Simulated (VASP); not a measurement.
# Co (P-3m1) in VASP: notebook, part 2 of 2

VASP 6.6.1. The steps go on from the part before.

## Step 4: Single point, PBEsol, collinear spin, ferromagnetic start

This run uses another cell than the first one, of 11.54 Å³/atom, 1.039 times its volume.

Input file INCAR:

```
SYSTEM = Co
  PREC = Accurate
  ENCUT = 520
  EDIFF = 1E-7
  ISMEAR = -1
  SIGMA = 0.05
  LREAL = .False.
  LASPH = .True.
  NELM = 150
  ALGO = Fast
  ISIF = 2
  LWAVE = .False.
  LCHARG = .False.
  ISPIN = 2
  MAGMOM = 2 2
  LORBIT = 11
  LMAXMIX = 4
  GGA = PS
  NBANDS = 20
```

Input file KPOINTS:

```
Automatic mesh
0
Gamma
  12 12 7
  0 0 0
```

Input file POSCAR:

```
Co
1.0
    2.5361491194      0.0000000000      0.0000000000
   -1.2680745597      2.1963695652      0.0000000000
    0.0000000000      0.0000000000      4.1429820789
Co
2
Direct
    0.3333333333      0.6666666667      0.7401390000
    0.6666666667      0.3333333333      0.2598610000
```

Potentials or basis: VASP PAW PBE potentials, release 64 (Co).

Run with:

```bash
$ cat potpaw_PBE.64/Co/POTCAR > POTCAR
$ mpirun -np 1 vasp_std > vasp.out
```

OUTCAR:

```text
SYSTEM = Co
   PREC = Accurate
   ENCUT = 520
   EDIFF = 1E-7
   ISMEAR = -1
   LREAL = .False.
   LASPH = .True.
   NELM = 150
   ISIF = 2
   ISPIN = 2
   LORBIT = 11
   GGA = PS

 ion  position               nearest neighbor table
   1  0.333  0.667  0.740-   2 2.47   2 2.47   2 2.47   2 2.60   2 2.60   2 2.60
   2  0.667  0.333  0.260-   1 2.47   1 2.47   1 2.47   1 2.60   1 2.60   1 2.60

  LATTYP: Found a hexagonal cell.
 ALAT       =     2.5361491194
 C/A-ratio  =     1.6335719565

  Lattice vectors:

 A1 = (   2.5361491194,   0.0000000000,   0.0000000000)
 A2 = (  -1.2680745597,   2.1963695652,   0.0000000000)
 A3 = (   0.0000000000,   0.0000000000,   4.1429820789)

Analysis of symmetry for initial positions (statically):
=====================================================================
 Subroutine PRICEL returns:
 Original cell was already a primitive cell.

 Routine SETGRP: Setting up the symmetry group for a
 hexagonal supercell.

 Subroutine GETGRP returns: Found 12 space group operations
 (whereof 12 operations were pure point group operations)
 out of a pool of 24 trial point group operations.

The static configuration has the point symmetry D_3d.

Analysis of symmetry for dynamics (positions and initial velocities):
=====================================================================
 Subroutine PRICEL returns:
 Original cell was already a primitive cell.

 Routine SETGRP: Setting up the symmetry group for a
 hexagonal supercell.

 Subroutine GETGRP returns: Found 12 space group operations
 (whereof 12 operations were pure point group operations)
 out of a pool of 24 trial point group operations.

The dynamic configuration has the point symmetry D_3d.

Analysis of structural, dynamic, and magnetic symmetry:
=====================================================================
 Subroutine PRICEL returns:
 Original cell was already a primitive cell.

 Routine SETGRP: Setting up the symmetry group for a
 hexagonal supercell.
[... 140 lines left out ...]
 maximum number of plane-waves:       640
 NGX is ok and might be reduce to    20
   NGX =  9   NGY =  9   NGZ = 15

 number of electron      17.9999995 magnetization       3.3383822

 Free energy of the ion-electron system (eV)
  ---------------------------------------------------
  ext. energy  EPLUGINS =         0.00000000
  ---------------------------------------------------
  free energy    TOTEN  =       -15.29479196 eV

  energy without entropy =      -15.27991760  energy(sigma->0) =      -15.28735478

 E-fermi :   9.2545     XC(G=0): -13.2141

 val. band max:        9.2535156985   @ k =   0.0833  -0.0000   0.1429
 cond. band min:       9.2572183846   @ k =   0.2500   0.0000   0.0000
 fundamental gap:      0.0037026861
 Fermi energy:         9.2544729859

 spin component 1

 k-point     1 :       0.0000    0.0000    0.0000
  band No.  band energies     occupation
      1       0.6136      1.00000
      2       4.3237      1.00000
      3       6.6540      1.00000
      4       6.7064      1.00000
      5       6.7064      1.00000
      6       6.9751      1.00000
[... 541 lines left out ...]
     19      34.6541      0.00000
     20      35.6003      0.00000

 [... further k-points ...]

 spin component 2

 k-point     1 :       0.0000    0.0000    0.0000
  band No.  band energies     occupation
      1       0.6649      1.00000
      2       5.3056      1.00000
      3       8.2875      1.00000
      4       8.3918      1.00000
      5       8.3918      1.00000
      6       8.6778      0.99999
[... 541 lines left out ...]
     19      34.8934      0.00000
     20      35.9048      0.00000

 [... further k-points ...]
[... 5 lines left out ...]
  --------------------------------------------------------------------------------------
  -------------------------------------------------------------------------------------
  Total       -2.6996996     -2.6996996     -3.0249872      0.0000000      0.0000000      0.0000000
  in kB     -187.4272658   -187.4272658   -210.0104325      0.0000000      0.0000000      0.0000000
  external PRESSURE =    -194.9549881 kB  Pullay stress =       0.0000000 kB

 VOLUME and BASIS-vectors are now :
 -----------------------------------------------------------------------------
  energy-cutoff  :      520.00
  volume of cell :       23.08
      direct lattice vectors                 reciprocal lattice vectors
     2.536149119  0.000000000  0.000000000     0.394298581  0.227648392  0.000000000
    -1.268074560  2.196369565  0.000000000     0.000000000  0.455296784  0.000000000
     0.000000000  0.000000000  4.142982079     0.000000000  0.000000000  0.241372031

 POSITION                                       TOTAL-FORCE (eV/Angst)
 -----------------------------------------------------------------------------------
     -0.00000      1.46425      3.06638         0.000000     -0.000000      0.262449
      1.26807      0.73212      1.07660        -0.000000      0.000000     -0.262449
 -----------------------------------------------------------------------------------
    total drift:                               -0.000000      0.000000      0.000000

  FREE ENERGIE OF THE ION-ELECTRON SYSTEM (eV)
  ---------------------------------------------------
  free  energy   TOTEN  =       -15.2947919582 eV

  energy  without entropy=      -15.2799175958  energy(sigma->0) =      -15.28735478

 total charge

# of ion       s       p       d       tot
------------------------------------------
    1        0.467   0.476   7.221   8.163
    2        0.467   0.476   7.221   8.163
--------------------------------------------------
tot          0.933   0.952  14.441  16.326

 magnetization (x)

# of ion       s       p       d       tot
------------------------------------------
    1       -0.013  -0.049   1.757   1.694
    2       -0.013  -0.049   1.757   1.694
--------------------------------------------------
tot         -0.027  -0.099   3.514   3.389
```

OSZICAR:

```text
N       E                     dE             d eps       ncg     rms          rms(c)
DAV:   1     0.843597589680E+02    0.84360E+02   -0.82541E+03  9320   0.122E+03
DAV:   2    -0.133923109355E+02   -0.97752E+02   -0.88076E+02  9068   0.214E+02
DAV:   3    -0.177669085720E+02   -0.43746E+01   -0.41955E+01 10188   0.553E+01
DAV:   4    -0.178339455210E+02   -0.67037E-01   -0.66990E-01 11056   0.601E+00
DAV:   5    -0.178357748179E+02   -0.18293E-02   -0.18292E-02 10400   0.924E-01    0.151E+01
RMM:   6    -0.159241468818E+02    0.19116E+01   -0.94623E+00 10639   0.328E+01    0.872E+00
RMM:   7    -0.153407344471E+02    0.58341E+00   -0.11651E+00 10478   0.122E+01    0.422E+00
RMM:   8    -0.153098168267E+02    0.30918E-01   -0.24432E-02 12468   0.959E-01    0.148E+00
RMM:   9    -0.152961334676E+02    0.13683E-01   -0.75547E-03 13065   0.456E-01    0.429E-01
RMM:  10    -0.152950027775E+02    0.11307E-02   -0.13667E-03 12394   0.328E-01    0.134E-01
RMM:  11    -0.152947905926E+02    0.21218E-03   -0.58459E-04 13751   0.135E-01    0.589E-02
RMM:  12    -0.152947967715E+02   -0.61788E-05   -0.82222E-05 13609   0.564E-02    0.377E-02
RMM:  13    -0.152947930297E+02    0.37418E-05   -0.17289E-05 12947   0.313E-02    0.983E-03
RMM:  14    -0.152947914644E+02    0.15653E-05   -0.55734E-06 13062   0.190E-02    0.399E-03
RMM:  15    -0.152947917639E+02   -0.29955E-06   -0.27409E-06 14002   0.763E-03    0.157E-03
RMM:  16    -0.152947919288E+02   -0.16485E-06   -0.17328E-07  8225   0.294E-03    0.659E-04
RMM:  17    -0.152947919582E+02   -0.29457E-07   -0.46703E-08  6281   0.171E-03
   1 F= -.15294792E+02 E0= -.15287355E+02  d E =-.148744E-01  mag=     3.3384
```

stdout:

```text
POSCAR found type information on POSCAR Co
 POSCAR found :  1 types and       2 ions
 scaLAPACK will be used
 -----------------------------------------------------------------------------
|                                                                             |
|                                                                             |
|     You enforced a specific xc type in the INCAR file but a different       |
|     I HOPE YOU KNOW WHAT YOU ARE DOING!                                     |
|                                                                             |
 -----------------------------------------------------------------------------

 LDA part: xc-table for (Slater+PW92), standard interpolation
 POSCAR, INCAR and KPOINTS ok, starting setup
 FFT: planning ... GRIDC
 FFT: planning ... GRID_SOFT
 FFT: planning ... GRID
 WAVECAR not read
 entering main loop
WARNING in EDDRMM: call to ZHEGV failed, returncode =   8  4     19
WARNING in EDDRMM: call to ZHEGV failed, returncode =   6  3     20
WARNING in EDDRMM: call to ZHEGV failed, returncode =   8  4     19
 num prob WARNING in EDDRMM: call to ZHEGV failed, returncode =   8  4     19
 num prob RMM:  16    -0.152947919288E+02   -0.16485E-06   -0.17328E-07  8225   0.294E-03    0.659E-04
 num prob  num prob  num prob WARNING in EDDRMM: call to ZHEGV failed, returncode =   6  3     19
WARNING in EDDRMM: call to ZHEGV failed, returncode =   8  4     18
 num prob  num prob  num prob RMM:  17    -0.152947919582E+02   -0.29457E-07   -0.46703E-08  6281   0.171E-03
```

Run time: 2.5 min. Hardware: 1 thread of Intel Xeon Platinum 8488C (Sapphire Rapids), shared host; peak memory 0.19 GiB.

What came out:

```yaml
Free_energy: -15.2948 eV
Pressure: -19.5 GPa
Largest_force: 0.262 eV/Å
Net_moment: 3.34 μB per cell
Site_moments: Co +1.69 μB
Valence_electrons_inside_the_program's_atomic_spheres: Co 8.16
```

Forces in eV/Å, atoms in the order of the input:
```
Co   0.000  0.000  0.262
Co   0.000  0.000 -0.262
```

Stress tensor (GPa, compression positive):
```
-18.74   0.00   0.00
  0.00 -18.74   0.00
  0.00   0.00 -21.00
```

Caveat: the PAW data sets were made with another functional, which shifts forces and pressure a little.

## Step 5: Single point, r2SCAN, collinear spin, ferromagnetic start

This run uses another cell than the first one, of 10.89 Å³/atom, 0.980 times its volume.

Input file POSCAR:

```
Co
1.0
    2.4873648738      0.0000000000      0.0000000000
   -1.2436824369      2.1541211692      0.0000000000
    0.0000000000      0.0000000000      4.0632895034
Co
2
Direct
    0.3333333333      0.6666666667      0.7401390000
    0.6666666667      0.3333333333      0.2598610000
```

Input file INCAR.step1:

```
PREC = Accurate
ENCUT = 520
ISMEAR = -1
SIGMA = 0.05
LREAL = F
LASPH = T
NELM = 150
ISPIN = 2
MAGMOM = 2 2
LMAXMIX = 4
NBANDS = 20
GGA = PE
ALGO = Normal
EDIFF = 1E-4
LWAVE = T
LCHARG = F
```

Input file INCAR.step2:

```
PREC = Accurate
ENCUT = 520
EDIFF = 1E-6
ISMEAR = -1
SIGMA = 0.05
LREAL = F
LASPH = T
NELM = 150
ALGO = Normal
ISIF = 2
LWAVE = F
LCHARG = T
ISPIN = 2
MAGMOM = 2 2
LORBIT = 11
LMAXMIX = 4
METAGGA = R2SCAN
LMIXTAU = T
LELF = T
LVHAR = T
NBANDS = 20
ISTART = 1
```

Input file KPOINTS:

```
regular mesh
0
Gamma
  12 12 7
```

Run with:

```bash
$ cat potpaw_PBE.64/Co/POTCAR > POTCAR
$ cp INCAR.step1 INCAR
$ mpirun -np 1 vasp_std > vasp.out
$ cp INCAR.step2 INCAR
$ mpirun -np 1 vasp_std > vasp.out
```

Run time: 2.5 min. Hardware: 1 thread of Intel Xeon 6975P-C (Granite Rapids), shared host; peak memory 0.18 GiB.

The run converged. Its results:

| Quantity | Value |
| --- | --- |
| Free energy | -26.4213 eV |
| Pressure | -3.4 GPa |
| Largest force | 0.190 eV/Å |
| Net moment | 3.58 μB per cell |
| Site moments | Co +1.85 μB |
| Valence electrons inside the program's atomic spheres | Co 8.29 |

Forces in eV/Å, atoms in the order of the input:
```
Co   0.000  0.000  0.190
Co   0.000  0.000 -0.190
```

Stress tensor (GPa, compression positive):
```
-3.82  0.00  0.00
 0.00 -3.82  0.00
 0.00  0.00 -2.68
```

Levels at points of the mesh, in eV from the Fermi level:
Spin up:
| k point | band 7 | band 8 | band 9 | band 10 | band 11 | band 12 | band 13 | band 14 | band 15 | band 16 |
| --- | --- | --- | --- | --- | --- | --- | --- | --- | --- | --- |
| (0.00, 0.00, 0.00) | -3.12 | -2.80 | -2.80 | -1.71 | -1.71 | -0.36 | 5.90 | 22.74 | 25.35 | 25.35 |
| (0.50, 0.00, 0.00) | -2.97 | -1.64 | -1.54 | -1.30 | 0.84 | 3.00 | 9.50 | 10.54 | 12.52 | 14.06 |
Spin down:
| k point | band 5 | band 6 | band 7 | band 8 | band 9 | band 10 |
| --- | --- | --- | --- | --- | --- | --- |
| (0.00, 0.00, 0.00) | -0.90 | -0.75 | -0.71 | -0.71 | 0.22 | 0.22 |
| (0.50, 0.00, 0.00) | -1.08 | -1.01 | -0.63 | 1.33 | 1.40 | 1.74 |

Caveat: the PAW data sets were made with another functional, which shifts forces and pressure a little.

## Step 6: Single point, r2SCAN, collinear spin, ferromagnetic start

Input file POSCAR:

```
Co
1.0
    2.5038379689      0.0000000000      0.0000000000
   -1.2519189845      2.1683872881      0.0000000000
    0.0000000000      0.0000000000      4.0901994896
Co
2
Direct
    0.3333333333      0.6666666667      0.7401390000
    0.6666666667      0.3333333333      0.2598610000
```

Input file INCAR.step1:

```
PREC = Accurate
ENCUT = 520
ISMEAR = -1
SIGMA = 0.05
LREAL = False
LASPH = True
NELM = 150
ISPIN = 2
MAGMOM = 2 2
LMAXMIX = 4
NBANDS = 20
GGA = PE
ALGO = Normal
EDIFF = 1E-4
LWAVE = True
LCHARG = False
```

Input file INCAR.step2:

```
PREC = Accurate
ENCUT = 520
EDIFF = 1E-7
ISMEAR = -1
SIGMA = 0.05
LREAL = False
LASPH = True
NELM = 150
ALGO = Normal
ISIF = 2
LWAVE = False
LCHARG = False
ISPIN = 2
MAGMOM = 2 2
LORBIT = 11
LMAXMIX = 4
METAGGA = R2SCAN
LMIXTAU = True
NBANDS = 20
ISTART = 1
```

KPOINTS is that of step 5.

Potentials or basis: VASP PAW PBE potentials, release 64 (Co).

Run with:

```bash
$ cat potpaw_PBE.64/Co/POTCAR > POTCAR
$ cp INCAR.step1 INCAR
$ mpirun -np 1 vasp_std > vasp.out
$ cp INCAR.step2 INCAR
$ mpirun -np 1 vasp_std > vasp.out
```

OUTCAR:

```text
PREC = Accurate
   ENCUT = 520
   EDIFF = 1E-7
   ISMEAR = -1
   LREAL = False
   LASPH = True
   NELM = 150
   ISIF = 2
   ISPIN = 2
   LORBIT = 11
   METAGGA = R2SCAN
   ISTART = 1

 ion  position               nearest neighbor table
   1  0.333  0.667  0.740-   2 2.44   2 2.44   2 2.44   2 2.57   2 2.57   2 2.57
   2  0.667  0.333  0.260-   1 2.44   1 2.44   1 2.44   1 2.57   1 2.57   1 2.57

  LATTYP: Found a hexagonal cell.
 ALAT       =     2.5038379689
 C/A-ratio  =     1.6335719565

  Lattice vectors:
[... 1320 lines left out ...]
  external PRESSURE =     -74.6438313 kB  Pullay stress =       0.0000000 kB

 VOLUME and BASIS-vectors are now :
 -----------------------------------------------------------------------------
  energy-cutoff  :      520.00
  volume of cell :       22.21
      direct lattice vectors                 reciprocal lattice vectors
     2.503837969  0.000000000  0.000000000     0.399386866  0.230586115  0.000000000
    -1.251918985  2.168387288  0.000000000     0.000000000  0.461172229  0.000000000
     0.000000000  0.000000000  4.090199490     0.000000000  0.000000000  0.244486853

 POSITION                                       TOTAL-FORCE (eV/Angst)
 -----------------------------------------------------------------------------------
     -0.00000      1.44559      3.02732         0.000000     -0.000000      0.128776
      1.25192      0.72280      1.06288        -0.000000      0.000000     -0.128776
 -----------------------------------------------------------------------------------
    total drift:                               -0.000000      0.000000      0.000000

  FREE ENERGIE OF THE ION-ELECTRON SYSTEM (eV)
  ---------------------------------------------------
  free  energy   TOTEN  =       -26.4063867486 eV

  energy  without entropy=      -26.3985726128  energy(sigma->0) =      -26.40247968

 total charge

# of ion       s       p       d       tot
------------------------------------------
    1        0.504   0.547   7.204   8.255
    2        0.504   0.547   7.204   8.255
--------------------------------------------------
tot          1.008   1.094  14.408  16.510

 magnetization (x)

# of ion       s       p       d       tot
------------------------------------------
    1       -0.010  -0.081   1.954   1.863
    2       -0.010  -0.081   1.954   1.863
--------------------------------------------------
tot         -0.019  -0.161   3.907   3.727
```

Wall time 3 min (1 thread of Intel Xeon 6975P-C (Granite Rapids), shared host); peak memory 0.19 GiB.

Results:

```yaml
Free_energy: -26.4064 eV
Pressure: -7.5 GPa
Largest_force: 0.129 eV/Å
Net_moment: 3.59 μB per cell
Site_moments: Co +1.86 μB
Valence_electrons_inside_the_program's_atomic_spheres: Co 8.26
```

Forces on the atoms (eV/Å):
```
Co   0.000  0.000  0.129
Co   0.000  0.000 -0.129
```

Caveat: the PAW data sets were made with another functional, which shifts forces and pressure a little.

## Step 7: Summary

```tsv
level	cell	gap on the mesh (eV)	pressure (GPa)	moment (μB)	largest force (eV/Å)
PBEsol	a = 2.504, b = 2.504, c = 4.090 Å, angles 90.0, 90.0, 120.0°, 2 atoms	none	-13.6	3.28	0.37
PBEsol	a = 2.520, b = 2.520, c = 4.117 Å, angles 90.0, 90.0, 120.0°, 2 atoms	none	-16.7	3.32	0.31
PBEsol	a = 2.536, b = 2.536, c = 4.143 Å, angles 90.0, 90.0, 120.0°, 2 atoms	none	-19.5	3.34	0.26
r2SCAN	a = 2.487, b = 2.487, c = 4.063 Å, angles 90.0, 90.0, 120.0°, 2 atoms	none	-3.4	3.58	0.19
r2SCAN	a = 2.504, b = 2.504, c = 4.090 Å, angles 90.0, 90.0, 120.0°, 2 atoms	none	-7.5	3.59	0.13
```

Alike in all rows: task single point; potentials or basis VASP PAW PBE potentials, release 64 (Co); spin collinear, ferromagnetic start; k mesh 12 × 12 × 7; cutoff (eV) 520; smearing fermi-dirac 0.05 eV.

Caveats: the PAW data sets were made with another functional, which shifts forces and pressure a little.

Absolute energies hang on the potentials; compare differences alone.
